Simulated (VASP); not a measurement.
Input of a VASP 6.6.1 run:

File INCAR:

```
PREC     = Accurate       # precision mode
ENCUT    = 520            # plane-wave cutoff, eV
EDIFF    = 1E-6           # SCF threshold, eV
ISMEAR   = 0              # smearing method
SIGMA    = 0.05           # smearing width, eV
LREAL    = False          # projectors in reciprocal space
LASPH    = True           # aspherical terms in the spheres
NELM     = 60             # most SCF steps
ALGO     = Normal         # electronic algorithm
ISIF     = 2              # what is computed and relaxed
LWAVE    = False          # write WAVECAR
LCHARG   = True           # write CHGCAR
GGA      = CA             # functional
LELF     = True           # ELF
LVHAR    = True         
NBANDS   = 26             # bands
```

Contents of KPOINTS:

```
regular mesh
0
Gamma
  9 9 9
```

POSCAR

```
GaP
1.0
    1.7721329643      1.0231414440      6.6440809097
   -1.7721329643      1.0231414440      6.6440809097
    0.0000000000     -2.0462828879      6.6440809097
Ga P
2 2
Direct
    0.4359784395      0.4359784395      0.4359784395
    0.5640215605      0.5640215605      0.5640215605
    0.0580350955      0.0580350955      0.0580350955
    0.9419649045      0.9419649045      0.9419649045
```

Potentials or basis: VASP PAW LDA potentials, release 64 (Ga_d, P).

The run is started by

```console
$ cat potpaw_LDA.64/Ga_d/POTCAR potpaw_LDA.64/P/POTCAR > POTCAR
$ mpirun -np 1 vasp_std > vasp.out
```

Question: Estimate the largest force.

Answer: 1.383 eV/Å.

Question: What does it give for the band gap on the k mesh?

Answer: 0.02 eV (least direct gap 0.03 eV).

Question: Estimate the pressure.

Answer: 10.0 GPa.

Forces on the atoms (eV/Å):
```
Ga   0.000  0.000  1.055
Ga   0.000  0.000 -1.055
P    0.000  0.000 -1.383
P    0.000  0.000  1.383
```

Caveat: the stress differs along the axes, from -8 to 19 GPa; the smearing spreads over this small gap; semilocal functionals underestimate gaps, and a narrow one can read as zero; forces of over 1 eV/Å act on the atoms, so gaps and moduli don't describe the material at rest. A k mesh can miss the band edges.
